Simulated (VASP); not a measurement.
Set up this calculation in VASP 6.6.1, as the native input.

| Item | Value |
| --- | --- |
| Task | single point |
| Functional | PBE |
| Potentials or basis | VASP PAW PBE potentials, release 64 (P, Al) |
| Cutoff | 520 eV |
| k mesh | 22 × 22 × 1 |
| Occupations | gaussian, width 0.05 eV |
| Spin | no spin polarisation |
| Dipole correction | yes |
| Further INCAR settings | ALGO = Fast; EDIFF = 1e-06; NBANDS = 31 |

The structure of AlP lies in POSCAR:

```
AlP
1.0
    3.8544390600      0.0000000000      0.0000000000
    0.0000000000      3.8544390600      0.0000000000
    0.0000000000      0.0000000000     32.2647499880
P Al
5 5
Direct
    0.0000000000      0.5000000000      0.3099357659
    0.5000000000      0.0000000000      0.3944087568
    0.0000000000      0.5000000000      0.4788817476
    0.5000000000      0.0000000000      0.5653207307
    0.0000000000      0.5000000000      0.6517548470
    0.5000000000      0.5000000000      0.3521722613
    0.0000000000      0.0000000000      0.4366452522
    0.5000000000      0.5000000000      0.5216669192
    0.0000000000      0.0000000000      0.6077951658
    0.5000000000      0.5000000000      0.6960316164
```

The input as run:

INCAR

```
SYSTEM = AlP
PREC = Accurate
ENCUT = 520
EDIFF = 1E-6
ISMEAR = 0
SIGMA = 0.05
LREAL = .False.
LASPH = .True.
NELM = 100
ALGO = Fast
ISIF = 2
LWAVE = .False.
LCHARG = .False.
LDIPOL = .True.
IDIPOL = 3
DIPOL = 0.5 0.5 0.501
GGA = PE
NBANDS = 31
KPAR = 4
```

KPOINTS

```
regular mesh
0
Gamma
  22 22 1
  0 0 0
```

Potentials or basis: VASP PAW PBE potentials, release 64 (P, Al).

Command:

```console
$ cat potpaw_PBE.64/P/POTCAR potpaw_PBE.64/Al/POTCAR > POTCAR
$ mpirun -np 4 vasp_std > vasp.out
```

It gave:

```yaml
Largest_force: 0.456 eV/Å
Band_gap_on_the_k_mesh: zero (bands 20 and 21 overlap by 0.15 eV)
```

It took 33 min on 4 MPI ranks on Oxide Virtual Turin-like Processor, with other jobs on the host, peak memory 1.6 GiB a rank.
